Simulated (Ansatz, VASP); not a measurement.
## One calculation of AlCu, two programs

```
Al Cu
1.0
     2.99751    0.00000    0.00000
     0.00000    2.99751    0.00000
     0.00000    0.00000    2.99751
Al Cu
1 1
Direct
  0.00000 0.00000 0.00000
  0.50000 0.50000 0.33319
```

Change from the starting cell: all Cu atoms moved -0.500 Å, as atom 2 along Cartesian [0 0 1].

Alike in both runs: task single point; functional r2SCAN; k mesh 16 × 16 × 16; occupations gaussian, width 0.15 eV; no spin polarisation.

|  | VASP | Ansatz |
| --- | --- | --- |
| version | VASP 6.6.1 | Ansatz 0.2.0 |
| potentials or method | VASP PAW PBE potentials, release 64 (Al, Cu), cutoff 520 eV | scalar-relativistic, plane waves, PAW |
| valence electrons in the cell | 14 | 22 |

|  | VASP | Ansatz | Ansatz less VASP |
| --- | --- | --- | --- |
| gap on the k mesh at the Fermi level (eV) | none | none | - |
| pressure (GPa) | 5.9 | 6.0 | +0.09 |
| traceless stress, the component that is largest in VASP (GPa) | -5.94 | -5.93 | +0.015 |
| rms of the force components (eV/Å) | 1.113 | 1.114 | +0.0019 |

VASP's potentials were made for PBE, not for r2SCAN. Atom by atom the forces differ by 0.002 eV/Å (rms over components). A gap of «none» marks a metal or a gap that the smearing closes. VASP's potentials hold 14 valence electrons a cell and Ansatz's 22, so a difference there can come from the potentials and not from the codes.
